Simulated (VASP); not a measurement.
A run of VASP 6.6.1 is set up as follows.

File INCAR:

```
ALGO = Normal
EDIFF = 1E-6
EDIFFG = -0.005
ENCUT = 600
GGA = PE
IBRION = 2
ISIF = 3
ISMEAR = -1
LASPH = T
LCHARG = F
LREAL = F
LWAVE = F
NELM = 80
NSW = 80
PREC = Accurate
SIGMA = 0.02
```

KPOINTS

```
k-points
0
Gamma
  6 6 6
```

The input POSCAR:

```
TePb
1.0
    3.6786553675      0.0000000000      0.0000000000
    0.0000000000      3.6786553675      0.0000000000
    0.0000000000      0.0000000000      3.6786553675
Pb Te
1 1
Direct
    0.0000000000      0.0000000000      0.0000000000
    0.5000000000      0.5000000000      0.5000000000
```

Potentials or basis: VASP PAW PBE potentials, release 64 (Pb_d, Te).

Run with:

```bash
$ cat potpaw_PBE.64/Pb_d/POTCAR potpaw_PBE.64/Te/POTCAR > POTCAR
$ mpirun -np 1 vasp_std > vasp.out
```

Q: Predict the relaxed volume.

A: 31.71 Å³/atom.

Q: Predict the band gap on the k mesh.

A: Zero (band 10 reaches 6.71 eV, above the bottom of band 11 at 5.45 eV).

Final structure:
```cif
data_structure
_symmetry_space_group_name_H-M 'P 1'
_symmetry_Int_Tables_number 1
_cell_length_a 3.9880
_cell_length_b 3.9880
_cell_length_c 3.9880
_cell_angle_alpha 90.000
_cell_angle_beta 90.000
_cell_angle_gamma 90.000
_cell_volume 63.42
loop_
_atom_site_label
_atom_site_type_symbol
_atom_site_fract_x
_atom_site_fract_y
_atom_site_fract_z
_atom_site_occupancy
Pb1 Pb 0.00000 0.00000 0.00000 1
Te1 Te 0.50000 0.50000 0.50000 1
```

Caveat: the volume moved by over 15 % at a fixed basis, so the end points are rough; spin-orbit coupling is left out, which moves the levels of the heavy elements.
